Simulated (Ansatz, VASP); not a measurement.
# Two plane-wave programs on C

```
C
1.0
     0.00000    1.76587    1.76587
     1.76587    0.00000    1.76587
     1.76587    1.76587    0.00000
C
2
Direct
  0.50000 0.50000 0.50000
  0.75000 0.75000 0.75000
```

Alike in both runs: functional LDA; k mesh 12 × 12 × 12; no spin polarisation.

Ansatz relaxed the structure, and its values are those at the end. VASP's run is a single point on that final structure, the one shown.

|  | VASP | Ansatz |
| --- | --- | --- |
| version | VASP 6.6.1 | Ansatz 0.2.0 |
| potentials or method | VASP PAW LDA potentials, release 64 (C), cutoff 520 eV | scalar-relativistic, plane waves, PAW |
| occupations | gaussian, width 0.01 eV | fixed |
| valence electrons in the cell | 8 | 8 |

```csv
,VASP,Ansatz,Ansatz less VASP
gap on the k mesh at the Fermi level (eV),4.20,4.20,+0.001
least direct gap on the mesh (eV),5.63,5.62,-0.002
pressure (GPa),1.6,0.0,-1.63
```

LDA's correlation is that of Perdew and Zunger in VASP and of Perdew and Wang (1992) in Ansatz.
